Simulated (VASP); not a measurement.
# La (P6/mmm) in VASP: notebook

La is run at these levels: PBE; tasks: single point.

Program: VASP 6.6.1. These are calculated values, not measurements. Logs are shortened: lines on timing, memory, paths and dates and some standing lists are left out, and cuts for length are marked.

**1. The cell of the first run**

The structure is hexagonal, space group P6/mmm (No. 191). Conventional cell: a = 4.535 Å, b = 4.535 Å, c = 2.694 Å, α = 90.00°, β = 90.00°, γ = 120.00°. La (site symmetry 6/mmm) has 14 La at 2.69 to 2.94 Å within 3.6 Å. La (site symmetry -6m2) has 11 La at 2.62 to 2.94 Å within 3.5 Å.

This isn't the form of La at room conditions, which is double hcp.

**2. Single point, PBE (15.99 Å³/atom)**

File INCAR:

```
SYSTEM = La
PREC = Accurate ; ENCUT = 500
EDIFF = 1E-6 ; ISMEAR = -1
SIGMA = 0.08 ; LREAL = .False.
LASPH = .True. ; NELM = 200
ALGO = Normal ; ISIF = 2
LWAVE = .False. ; LCHARG = .False.
GGA = PE ; NBANDS = 24
GGA_COMPAT = .False. ; LMAXMIX = 6
```

File KPOINTS:

```
regular mesh
0
Gamma
  7 7 9
  0 0 0
```

File POSCAR:

```
La
1.0
    4.5349061874      0.0000000000      0.0000000000
   -2.2674530937      3.9273439621      0.0000000000
    0.0000000000      0.0000000000      2.6937669229
La
3
Direct
    0.0000000000      0.0000000000      0.0000000000
    0.3333333333      0.6666666667      0.5000000000
    0.6666666667      0.3333333333      0.5000000000
```

Potentials or basis: VASP PAW PBE potentials, release 64 (La).

Run with:

```console
cat potpaw_PBE.64/La/POTCAR > POTCAR
mpirun -np 1 vasp_std > vasp.out
```

OUTCAR:

```text
SYSTEM = La
   PREC = Accurate
   ENCUT = 500
   EDIFF = 1E-6
   ISMEAR = -1
   LREAL = .False.
   LASPH = .True.
   NELM = 200
   ISIF = 2
   GGA = PE

 ion  position               nearest neighbor table
   1  0.000  0.000  0.000-   2 2.94   3 2.94   2 2.94   3 2.94   3 2.94   3 2.94   2 2.94   2 2.94
                             3 2.94   3 2.94   2 2.94   2 2.94
   2  0.333  0.667  0.500-   3 2.62   3 2.62   3 2.62   1 2.94   1 2.94   1 2.94   1 2.94   1 2.94
                             1 2.94
   3  0.667  0.333  0.500-   2 2.62   2 2.62   2 2.62   1 2.94   1 2.94   1 2.94   1 2.94   1 2.94
                             1 2.94

  LATTYP: Found a hexagonal cell.
 ALAT       =     4.5349061874
 C/A-ratio  =     0.5940071992

  Lattice vectors:

 A1 = (   4.5349061874,   0.0000000000,   0.0000000000)
 A2 = (  -2.2674530937,   3.9273439621,   0.0000000000)
 A3 = (   0.0000000000,   0.0000000000,   2.6937669229)

Analysis of symmetry for initial positions (statically):
=====================================================================
 Subroutine PRICEL returns:
 Original cell was already a primitive cell.

 Routine SETGRP: Setting up the symmetry group for a
 hexagonal supercell.

 Subroutine GETGRP returns: Found 24 space group operations
 (whereof 24 operations were pure point group operations)
 out of a pool of 24 trial point group operations.

The static configuration has the point symmetry D_6h.

Analysis of symmetry for dynamics (positions and initial velocities):
=====================================================================
 Subroutine PRICEL returns:
 Original cell was already a primitive cell.

 Routine SETGRP: Setting up the symmetry group for a
 hexagonal supercell.

 Subroutine GETGRP returns: Found 24 space group operations
 (whereof 24 operations were pure point group operations)
 out of a pool of 24 trial point group operations.

The dynamic configuration has the point symmetry D_6h.

 Subroutine INISYM returns: Found 24 space group operations
 (whereof 24 operations are pure point group operations),
 and found     1 'primitive' translations

----------------------------------------------------------------------------------------

                                     Primitive cell

  volume of cell :      47.9764

  direct lattice vectors                    reciprocal lattice vectors
     4.534906187  0.000000000  0.000000000     0.220511728  0.127312506  0.000000000
    -2.267453094  3.927343962  0.000000000     0.000000000  0.254625011  0.000000000
     0.000000000  0.000000000  2.693766923     0.000000000  0.000000000  0.371227366

  length of vectors
     4.534906187  4.534906187  2.693766923     0.254625011  0.254625011  0.371227366

  position of ions in fractional coordinates (direct lattice)
     0.000000000  0.000000000  0.000000000
     0.333333333  0.666666667  0.500000000
     0.666666667  0.333333333  0.500000000

  ion indices of the primitive-cell ions
   primitive index   ion index
                 1           1
                 2           2
                 3           3

----------------------------------------------------------------------------------------

 KPOINTS: regular mesh

Automatic generation of k-mesh.
 Grid dimensions read from file:
 generate k-points for:    7    7    9

 Generating k-lattice:

  Cartesian coordinates                     Fractional coordinates (reciprocal lattice)
     0.031501675  0.018187501  0.000000000     0.142857143 -0.000000000  0.000000000
     0.000000000  0.036375002  0.000000000     0.000000000  0.142857143  0.000000000
     0.000000000  0.000000000  0.041247485     0.000000000  0.000000000  0.111111111

  Length of vectors
     0.036375002  0.036375002  0.041247485

  Shift w.r.t. Gamma in fractional coordinates (k-lattice)
     0.000000000  0.000000000  0.000000000

 Subroutine IBZKPT returns following result:
 ===========================================

 Found     40 irreducible k-points:

 Following reciprocal coordinates:
            Coordinates               Weight
  0.000000  0.000000  0.000000      1.000000
  0.142857  0.000000  0.000000      6.000000
  0.285714 -0.000000  0.000000      6.000000
  0.428571 -0.000000  0.000000      6.000000
  0.142857  0.142857  0.000000      6.000000
  0.285714  0.142857  0.000000     12.000000
[... 16 lines left out ...]
  0.428571  0.142857  0.222222     12.000000
  0.285714  0.285714  0.222222     12.000000
 [... further k-points ...]
   k-points           NKPTS =     40   k-points in BZ     NKDIM =     40   number of bands    NBANDS=     24
   number of dos      NEDOS =    301   number of ions     NIONS =      3
   total plane-waves  NPLWV =  25920
   dimension x,y,z NGX =    36 NGY =   36 NGZ =   20
   dimension x,y,z NGXF=    72 NGYF=   72 NGZF=   40
   ions per type =               3
   NGX,Y,Z   is equivalent  to a cutoff of  13.20, 13.20, 12.34 a.u.
   NGXF,Y,Z  is equivalent  to a cutoff of  26.39, 26.39, 24.69 a.u.
 SYSTEM =  La
   PREC   = accura    normal or accurate (medium, high low for compatibility)
   ISTART =      0    job   : 0-new  1-cont  2-samecut
   ICHARG =      2    charge: 1-file 2-atom 10-const
   ISPIN  =      1    spin polarized calculation?
   LNONCOLLINEAR =      F non collinear calculations
   LSORBIT =      F    spin-orbit coupling
   LASPH  =      T    aspherical Exc in radial PAW
   ENCUT  =  500.0 eV  36.75 Ry    6.06 a.u.   8.27  8.27  4.91*2*pi/ulx,y,z
   NELM   =    200;   NELMIN=  2; NELMDL= -5     # of ELM steps
   EDIFF  = 0.1E-05   stopping-criterion for ELM
   LREAL  =      F    real-space projection
   EDIFFG = 0.1E-04   stopping-criterion for IOM
   NSW    =      0    number of steps for IOM
   IBRION =     -1    ionic relax: 0-MD 1-quasi-New 2-CG
   NFREE  =      0    steps in history (QN), initial steepest desc. (CG)
   ISIF   =      2    stress and relaxation
   ISYM   =      2    0-nonsym 1-usesym 2-fastsym
   POTIM  = 0.5000    time-step for ionic-motion
   TEBEG  =    0.0;   TEEND  =   0.0 temperature during run
   PSTRESS=    0.0 pullay stress
   NELECT =      33.0000    total number of electrons
   NUPDOWN=      -1.0000    fix difference up-down
   EMIN   =  10.00;   EMAX   =-10.00  energy-range for DOS
   EFERMI =   0.00;   METHOD = LEGACY
   ISMEAR =    -1;   SIGMA  =   0.08  broadening in eV -4-tet -1-fermi 0-gaus
   EFERMI_NEDOS =   21; number of points for ismear=-14 and -15
   IALGO  =     38    algorithm
   IMIX   =      4    mixing-type and parameters
     AMIX     =   0.40;   BMIX     =  1.00
     AMIX_MAG =   1.60;   BMIX_MAG =  1.00
  volume/ion in A,a.u.               =      15.99       107.92
  Fermi-wavevector in a.u.,A,eV,Ry     =   1.445119  2.730880 28.413999  2.088370
  Thomas-Fermi vector in A             =   2.563337
   LORBIT       =      0    0 simple, 1 ext, 2 COOP (PROOUT), +10 PAW based schemes
   GGA     = PE    functional components
   LHFCALC =     F    Hartree Fock is set to
   AEXX    =    0.0000 exact exchange contribution
   IVDW    =     0    specifies the selected vdW correction
   LEPSILON=     F    determine dielectric tensor
   LRPA    =     F    only Hartree local field effects (RPA)
 non-spin polarized calculation
  energy-cutoff  :      500.00
  volume of cell :       47.98
 maximum number of plane-waves:      1234
 NGX is ok and might be reduce to    36
   NGX = 17   NGY = 17   NGZ =  9

 number of electron      32.9999996 magnetization

 Free energy of the ion-electron system (eV)
  ---------------------------------------------------
  ext. energy  EPLUGINS =         0.00000000
  ---------------------------------------------------
  free energy    TOTEN  =        -4.83129427 eV

  energy without entropy =       -4.77910583  energy(sigma->0) =       -4.80520005

 E-fermi :  19.4913     XC(G=0): -13.5721

 val. band max:       19.4779394443   @ k =   0.2857  -0.0000   0.3333
 cond. band min:      19.4998430276   @ k =   0.4286   0.1429   0.2222
 fundamental gap:      0.0219035832
 Fermi energy:        19.4912555377

 k-point     1 :       0.0000    0.0000    0.0000
  band No.  band energies     occupation
      1     -15.3657      2.00000
      2     -12.0336      2.00000
      3     -11.5752      2.00000
      4      -0.1119      2.00000
      5      -0.1119      2.00000
      6       0.5909      2.00000
[... 16 lines left out ...]
     23      22.5011      0.00000
     24      22.5931      0.00000

 k-point     2 :       0.1429    0.0000    0.0000
  band No.  band energies     occupation
      1     -15.2212      2.00000
      2     -12.1541      2.00000
      3     -11.7549      2.00000
      4      -0.8012      2.00000
      5      -0.4512      2.00000
      6       1.5392      2.00000
[... 16 lines left out ...]
     23      22.5879      0.00000
     24      22.6815      0.00000

 k-point     3 :       0.2857   -0.0000    0.0000
  band No.  band energies     occupation
      1     -14.8001      2.00000
      2     -12.5775      2.00000
      3     -12.1036      2.00000
      4      -1.4559      2.00000
      5      -0.0581      2.00000
      6       2.9344      2.00000
[... 16 lines left out ...]
     23      22.5309      0.00000
     24      22.8319      0.00000

 k-point     4 :       0.4286   -0.0000    0.0000
  band No.  band energies     occupation
      1     -14.1472      2.00000
      2     -13.3316      2.00000
      3     -12.2811      2.00000
      4      -1.7952      2.00000
      5       1.1672      2.00000
      6       3.0536      2.00000
[... 16 lines left out ...]
     23      22.8923      0.00000
     24      22.9768      0.00000

 k-point     5 :       0.1429    0.1429    0.0000
  band No.  band energies     occupation
      1     -14.9384      2.00000
      2     -12.3688      2.00000
      3     -12.0811      2.00000
      4      -0.9585      2.00000
      5      -0.6837      2.00000
      6       2.8679      2.00000
[... 451 lines left out ...]
 k-point    22 :       0.2857    0.1429    0.2222
  band No.  band energies     occupation
      1     -13.7365      2.00000
      2     -12.3334      2.00000
      3     -11.8971      2.00000
      4      -0.6643      2.00000
      5       0.5129      2.00000
      6       2.4245      2.00000
[... 16 lines left out ...]
     23      22.4866      0.00000
     24      22.7131      0.00000

 k-point    23 :       0.4286    0.1429    0.2222
  band No.  band energies     occupation
      1     -13.1425      2.00000
      2     -12.9427      2.00000
      3     -12.0055      2.00000
      4      -0.7695      2.00000
      5       1.2969      2.00000
      6       1.7979      2.00000
[... 16 lines left out ...]
     23      22.2146      0.00000
     24      22.2592      0.00000

 k-point    24 :       0.2857    0.2857    0.2222
  band No.  band energies     occupation
      1     -13.1627      2.00000
      2     -12.5014      2.00000
      3     -12.4763      2.00000
      4      -0.2613      2.00000
      5       0.8612      2.00000
      6       1.8387      2.00000
[... 16 lines left out ...]
     23      22.4179      0.00000
     24      22.6105      0.00000

 [... further k-points ...]

------------------------ aborting loop because EDIFF is reached ----------------------------------------

  FORCE on cell =-STRESS in cart. coord.  units (eV):
  Direction    XX          YY          ZZ          XY          YZ          ZX
  --------------------------------------------------------------------------------------
  -------------------------------------------------------------------------------------
  Total       34.3849228     34.3849228     34.3825293      0.0000000     -0.0000000     -0.0000000
  in kB     1148.2894474   1148.2894474   1148.2095179      0.0000000     -0.0000000     -0.0000000
  external PRESSURE =    1148.2628042 kB  Pullay stress =       0.0000000 kB

 VOLUME and BASIS-vectors are now :
 -----------------------------------------------------------------------------
  energy-cutoff  :      500.00
  volume of cell :       47.98
      direct lattice vectors                 reciprocal lattice vectors
     4.534906187  0.000000000  0.000000000     0.220511728  0.127312506  0.000000000
    -2.267453094  3.927343962  0.000000000     0.000000000  0.254625011  0.000000000
     0.000000000  0.000000000  2.693766923     0.000000000  0.000000000  0.371227366

 POSITION                                       TOTAL-FORCE (eV/Angst)
 -----------------------------------------------------------------------------------
      0.00000      0.00000      0.00000         0.000000     -0.000000     -0.000000
     -0.00000      2.61823      1.34688        -0.000000      0.000000      0.000000
      2.26745      1.30911      1.34688         0.000000      0.000000     -0.000000
 -----------------------------------------------------------------------------------
    total drift:                                0.000000     -0.000000     -0.000000

  FREE ENERGIE OF THE ION-ELECTRON SYSTEM (eV)
  ---------------------------------------------------
  free  energy   TOTEN  =        -4.8312942674 eV

  energy  without entropy=       -4.7791058288  energy(sigma->0) =       -4.80520005
```

Run time: 25 s. Hardware: 1 thread of Intel Xeon 6975P-C (Granite Rapids), shared host; peak memory 0.2 GiB.

What came out:

```
Free energy            : -4.8313 eV
Pressure               : 114.8 GPa
Band gap on the k mesh : zero (an odd number of electrons rules out a gap without spin polarisation)
```

Levels at points of the mesh, in eV from the Fermi level:
```csv
k point,band 14,band 15,band 16,band 17,band 18,band 19
"(0.00, 0.00, 0.00)",1.05,1.05,1.22,1.34,1.57,1.57
```

Caveat: the cell stands under pressure; spin-orbit coupling is left out, which moves the levels of the heavy elements.

**3. Single point, PBE (15.99 Å³/atom)**

File INCAR:

```
ALGO = Normal ; EDIFF = 1E-6
ENCUT = 500 ; GGA = PE
GGA_COMPAT = F ; ISIF = 2
ISMEAR = -1 ; LASPH = T
LCHARG = F ; LMAXMIX = 6
LREAL = F ; LWAVE = F
NBANDS = 24 ; NELM = 200
PREC = Accurate ; SIGMA = 0.08
```

File KPOINTS:

```
k-points
0
Gamma
  7 7 9
```

POSCAR is that of step 2.

Potentials or basis: VASP PAW PBE potentials, release 64 (La).

Run with:

```console
cat potpaw_PBE.64/La/POTCAR > POTCAR
mpirun -np 1 vasp_std > vasp.out
```

It took 26 s on 1 thread of Intel Xeon 6975P-C (Granite Rapids), shared host; peak memory 0.2 GiB.

The run converged. Its results:

```
Free energy            : -4.8313 eV
Pressure               : 114.8 GPa
Band gap on the k mesh : zero (an odd number of electrons rules out a gap without spin polarisation)
```

Levels at points of the mesh, in eV from the Fermi level:
| k point | band 12 | band 13 | band 14 | band 15 | band 16 | band 17 | band 18 | band 19 | band 20 | band 21 |
| --- | --- | --- | --- | --- | --- | --- | --- | --- | --- | --- |
| (0.00, 0.00, 0.00) | -11.18 | -3.86 | 1.05 | 1.05 | 1.22 | 1.34 | 1.57 | 1.57 | 2.03 | 2.07 |

Caveat: the cell stands under pressure; spin-orbit coupling is left out, which moves the levels of the heavy elements.

**4. Single point, PBE**

This run uses another cell than the first one, of 21.57 Å³/atom.

File INCAR:

```
  PREC = Accurate
  ENCUT = 500
  EDIFF = 1E-6
  ISMEAR = -1
  SIGMA = 0.08
  LREAL = False
  LASPH = True
  NELM = 200
  ALGO = Normal
  ISIF = 2
  LWAVE = False
  LCHARG = False
  GGA = PE
  NBANDS = 24
  GGA_COMPAT = False
  LMAXMIX = 6
```

File KPOINTS:

```
regular mesh
0
Gamma
  7 7 9
```

File POSCAR:

```
La
1.0
    5.0166249422      0.0000000000      0.0000000000
   -2.5083124711      4.3445246413      0.0000000000
    0.0000000000      0.0000000000      2.9691552221
La
3
Direct
    0.0000000000      0.0000000000      0.0000000000
    0.3333333333      0.6666666667      0.5000000000
    0.6666666667      0.3333333333      0.5000000000
```

Run with:

```console
cat potpaw_PBE.64/La/POTCAR > POTCAR
mpirun -np 1 vasp_std > vasp.out
```

It took 32 s on 1 thread of Intel Xeon 6975P-C (Granite Rapids), shared host; peak memory 0.22 GiB.

Results (log left out):

```
Free energy            : -11.4115 eV
Pressure               : 32.6 GPa
Band gap on the k mesh : zero (an odd number of electrons rules out a gap without spin polarisation)
```

Levels at points of the mesh, in eV from the Fermi level:
```
           k point  band 12  band 13  band 14  band 15  band 16  band 17  band 18  band 19  band 20  band 21
(0.00, 0.00, 0.00)   -13.45    -2.86    -1.22     0.94     1.06     1.08     1.08     1.52     1.52     1.61
```

Caveat: the cell stands under pressure; spin-orbit coupling is left out, which moves the levels of the heavy elements.

**5. Single point, PBE (21.57 Å³/atom)**

This run uses another cell than the first one, of 21.57 Å³/atom.

File INCAR:

```
SYSTEM = La
ALGO = Normal
EDIFF = 1E-6
ENCUT = 500
GGA = PE
GGA_COMPAT = .FALSE.
ISIF = 2
ISMEAR = -1
LASPH = .TRUE.
LCHARG = .TRUE.
LELF = .TRUE.
LMAXMIX = 6
LREAL = .FALSE.
LVHAR = .TRUE.
LWAVE = .FALSE.
NBANDS = 24
NELM = 200
PREC = Accurate
SIGMA = 0.08
```

File KPOINTS:

```
k-points
0
G
  7 7 9
  0 0 0
```

POSCAR is that of step 4.

Run with:

```console
cat potpaw_PBE.64/La/POTCAR > POTCAR
mpirun -np 1 vasp_std > vasp.out
```

It took 32 s on 1 thread of Intel Xeon 6975P-C (Granite Rapids), shared host; peak memory 0.21 GiB.

The run converged. Its results:

- Free energy: -11.4115 eV
- Pressure: 32.6 GPa
- Band gap on the k mesh: zero (an odd number of electrons rules out a gap without spin polarisation)

Levels at points of the mesh, in eV from the Fermi level:
| k point | band 14 | band 15 | band 16 | band 17 | band 18 | band 19 |
| --- | --- | --- | --- | --- | --- | --- |
| (0.00, 0.00, 0.00) | -1.22 | 0.94 | 1.06 | 1.08 | 1.08 | 1.52 |

Caveat: the cell stands under pressure; spin-orbit coupling is left out, which moves the levels of the heavy elements.

**6. Single point, PBE**

This run uses another cell than the first one, of 29.01 Å³/atom.

File INCAR:

```
ALGO = Normal
EDIFF = 1E-6
ENCUT = 500
GGA = PE
GGA_COMPAT = F
ISIF = 2
ISMEAR = -1
LASPH = T
LCHARG = F
LMAXMIX = 6
LREAL = F
LWAVE = F
NBANDS = 24
NELM = 200
PREC = Accurate
SIGMA = 0.08
```

File KPOINTS:

```
k-points
0
Gamma
  7 7 9
```

File POSCAR:

```
La
1.0
    5.5357111485      0.0000000000      0.0000000000
   -2.7678555743      4.7940664827      0.0000000000
    0.0000000000      0.0000000000      3.2792606392
La
3
Direct
    0.0000000000      0.0000000000      0.0000000000
    0.3333333333      0.6666666667      0.5000000000
    0.6666666667      0.3333333333      0.5000000000
```

Potentials or basis: VASP PAW PBE potentials, release 64 (La).

Run with:

```console
cat potpaw_PBE.64/La/POTCAR > POTCAR
mpirun -np 1 vasp_std > vasp.out
```

Run time: 35 s. Hardware: 1 thread of Intel Xeon 6975P-C (Granite Rapids), shared host; peak memory 0.23 GiB.

It converged, with:

| Item | Value |
| --- | --- |
| Free energy | -13.9993 eV |
| Pressure | 9.1 GPa |
| Band gap on the k mesh | zero (an odd number of electrons rules out a gap without spin polarisation) |

Levels at points of the mesh, in eV from the Fermi level:
```csv
k point,band 15,band 16,band 17,band 18,band 19,band 20
"(0.00, 0.00, 0.00)",0.47,0.86,0.86,0.99,1.04,1.04
```

Caveat: the cell stands under pressure; spin-orbit coupling is left out, which moves the levels of the heavy elements.

**7. The runs side by side**

| cell | gap on the mesh (eV) | pressure (GPa) |
| --- | --- | --- |
| a = 4.535, b = 4.535, c = 2.694 Å, angles 90.0, 90.0, 120.0°, 3 atoms | none | 114.8 |
| a = 5.017, b = 5.017, c = 2.969 Å, angles 90.0, 90.0, 120.0°, 3 atoms | none | 32.6 |
| a = 5.536, b = 5.536, c = 3.279 Å, angles 90.0, 90.0, 120.0°, 3 atoms | none | 9.1 |

Alike in all rows: task single point; level PBE; potentials or basis VASP PAW PBE potentials, release 64 (La); no spin polarisation; k mesh 7 × 7 × 9; cutoff (eV) 500; smearing fermi-dirac 0.08 eV.

Caveats: the cell stands under pressure; spin-orbit coupling is left out, which moves the levels of the heavy elements.

Absolute energies hang on the potentials; compare differences alone.

The gap in the log of VASP goes by the Fermi energy; the results here count the filled bands.